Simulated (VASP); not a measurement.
## P: single point with PBE

Crystal: P.

```
CELL_PARAMETERS angstrom
1.66083 -5.57460 0.00000
1.66083 5.57460 0.00000
0.00000 0.00000 4.53057
ATOMIC_POSITIONS crystal
P 0.40480 0.59520 0.58546
P 0.59520 0.40480 0.41454
P 0.90480 0.09520 0.91454
P 0.09520 0.90480 0.08546
```

```json
{"Program": "VASP 6.6.1", "Task": "single point", "Functional": "PBE", "Potentials or basis": "VASP PAW PBE potentials, release 64 (P)", "Cutoff": "520 eV", "k mesh": "6 × 6 × 4", "Occupations": "gaussian, width 0.05 eV", "Spin": "no spin polarisation", "Dipole correction": "no", "Further INCAR settings": "ALGO = Normal; EDIFF = 1e-06; NBANDS = 18"}
```

* Pressure: -0.2 GPa
* Largest force: 0.046 eV/Å
* Band gap on the k mesh: 0.10 eV

Forces in eV/Å, atoms in the order of the input:
```
P    0.000 -0.038  0.025
P    0.000  0.038 -0.025
P    0.000 -0.038 -0.025
P    0.000  0.038  0.025
```

Levels at points of the mesh, in eV from the valence-band top:
```tsv
k point	band 8	band 9	band 10	band 11	band 12	band 13
(0.00, 0.00, 0.00)	-2.66	-2.37	-1.07	0.75	1.15	2.01
(0.50, 0.00, 0.00)	-3.26	-2.54	-2.54	0.76	0.76	1.48
(0.50, 0.50, 0.00)	-2.22	-1.62	0.00	0.10	0.94	2.19
(0.00, 0.00, 0.50)	-3.07	-1.51	-1.51	1.50	1.50	2.87
(0.50, 0.00, 0.50)	-5.25	-1.77	-1.77	1.79	1.79	3.54
(0.50, 0.50, 0.50)	-2.77	-1.79	-1.79	1.48	1.48	2.54
```

It took 120 s on 1 thread of Intel(R) Xeon(R) Platinum 8375C CPU @ 2.90GHz (Ice Lake) (shared host), peak memory 0.25 GiB.

Caveat: semilocal functionals underestimate gaps, and a narrow one can read as zero. A k mesh can miss the band edges.
